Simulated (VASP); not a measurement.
Wanted: the native input for a VASP 6.6.1 run.

```yaml
Task: single point
Functional: PBEsol
Potentials_or_basis: VASP PAW PBE potentials, release 64 (Mg, O)
Cutoff: 520 eV
k_mesh: 9 × 9 × 6
Occupations: gaussian, width 0.05 eV
Spin: no spin polarisation
Dipole_correction: no
Further_INCAR_settings: ALGO = Normal; EDIFF = 1e-07; NBANDS = 16
```

The structure of MgO lies in POSCAR:

```
MgO
1.0
    3.2208810815      0.0000000000      0.0000000000
   -1.6104405408      2.7893648391      0.0000000000
    0.0000000000      0.0000000000      4.8939034044
Mg O
2 2
Direct
    0.3383149138      0.6666666667      0.0036583441
    0.6716482471      0.3333333333      0.5036583441
    0.3257655283      0.6666666667      0.4009416559
    0.6590988617      0.3333333333      0.9009416559
```

One way to write it, as run:

INCAR

```
PREC = Accurate
ENCUT = 520
EDIFF = 1E-7
ISMEAR = 0
SIGMA = 0.05
LREAL = False
LASPH = True
NELM = 100
ALGO = Normal
ISIF = 2
LWAVE = False
LCHARG = False
GGA = PS
NBANDS = 16
```

KPOINTS

```
regular mesh
0
Gamma
  9 9 6
```

Potentials or basis: VASP PAW PBE potentials, release 64 (Mg, O).

Run with:

```sh
$ cat potpaw_PBE.64/Mg/POTCAR potpaw_PBE.64/O/POTCAR > POTCAR
$ mpirun -np 1 vasp_std > vasp.out
```

Results of the run:

```json
{"Pressure": "10.7 GPa", "Largest force": "0.510 eV/Å", "Band gap on the k mesh": "3.78 eV, direct"}
```

Caveat: the PAW data sets were made with another functional, which shifts forces and pressure a little.

Run time: 24 s on 1 thread of Intel(R) Xeon(R) 6975P-C (Granite Rapids), with other jobs on the host, peak memory 0.21 GiB.
